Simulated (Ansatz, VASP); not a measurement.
## Rh: VASP beside Ansatz

Contents of INCAR:

```
SYSTEM = Rh
PREC = Accurate
ENCUT = 520
EDIFF = 1E-6
ISMEAR = 0
SIGMA = 0.15
LREAL = .FALSE.
LASPH = .TRUE.
NELM = 60
ALGO = Fast
ISIF = 2
LWAVE = .FALSE.
LCHARG = .FALSE.
GGA = CA
NBANDS = 14
```

Contents of KPOINTS:

```
Automatic mesh
0
G
  22 22 22
  0 0 0
```

POSCAR

```
Rh
1.0
    0.0000000000      2.1520359219      1.5802399774
    2.1520359219      0.0000000000      1.5802399774
    2.1520359219      2.1520359219      0.0000000000
Rh
1
Direct
    0.0000000000      0.0000000000      0.0000000000
```

Input for Ansatz:

```yaml
crystal:
  lattice:
    - [0.0, 2.1520359219, 1.5802399774]
    - [2.1520359219, 0.0, 1.5802399774]
    - [2.1520359219, 2.1520359219, 0.0]
  atoms:
    - { symbol: Rh, position: [0.0, 0.0, 0.0] }
basis:
  ecutwfc: 420
kpoints:
  mp_grid: { grid: [22, 22, 22] }
hamiltonian:
  xc: lda
  pseudopotentials: { kind: paw, azcp: { folder: soft_1 } }
scf:
  occupations: { method: gaussian, width: 0.15 }
output:
  forces: true
  stress: true
  eigenvalues: true
```

Alike in both runs: task single point; functional LDA; k mesh 22 × 22 × 22; occupations gaussian, width 0.15 eV; no spin polarisation.

```csv
,VASP,Ansatz
version,VASP 6.6.1,Ansatz 0.2.0
potentials or method,"VASP PAW LDA potentials, release 64 (Rh_pv), cutoff 520 eV","scalar-relativistic, plane waves, PAW"
valence electrons in the cell,15,17
```

|  | VASP | Ansatz | Ansatz less VASP |
| --- | --- | --- | --- |
| gap on the k mesh at the Fermi level (eV) | none | none | - |
| pressure (GPa) | -17.2 | -18.0 | -0.78 |
| traceless stress, the component that is largest in VASP (GPa) | 6.87 | 6.93 | +0.062 |

Ansatz warns that its potentials were made for another functional, while VASP's fit it. LDA's correlation is that of Perdew and Zunger in VASP and of Perdew and Wang (1992) in Ansatz. A gap of «none» marks a metal or a gap that the smearing closes. VASP's potentials hold 15 valence electrons a cell and Ansatz's 17, so a difference there can come from the potentials and not from the codes.
